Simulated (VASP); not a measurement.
Runs of VASP 6.6.1 on Mg. The structure is that of space group Fm-3m (No. 225), or close to it. The cells are those of the table. 

| cell | gap on the mesh (eV) | pressure (GPa) |
| --- | --- | --- |
| a = 3.080, b = 3.080, c = 2.983 Å, angles 61.0, 61.0, 57.9°, 1 atom | none | (b) |
| a = 3.198, b = 3.198, c = 3.221 Å, angles 59.8, 59.8, 60.5°, 1 atom | none | -1.0 |
| a = 3.127, b = 3.127, c = 3.079 Å, angles 60.5, 60.5, 59.0°, 1 atom | none | 2.6 |
| a = 3.150, b = 3.150, c = 3.126 Å, angles 60.3, 60.3, 59.5°, 1 atom | none | 1.3 |
| a = 3.222, b = 3.222, c = 3.269 Å, angles 59.5, 59.5, 61.0°, 1 atom | none | (a) |

Alike in all rows: task single point; level PBEsol; potentials or basis VASP PAW PBE potentials, release 64 (Mg); no spin polarisation; k mesh 18 × 18 × 18; cutoff (eV) 520; smearing gaussian 0.15 eV.

**Question.** Estimate the missing entries.

**Answer.** (a) -1.9; (b) 6.0.

Caveats: the PAW data sets were made with another functional, which shifts forces and pressure a little; the cell stands under pressure (at least some runs).

A gap of «none» marks levels without a gap at the run's occupations.
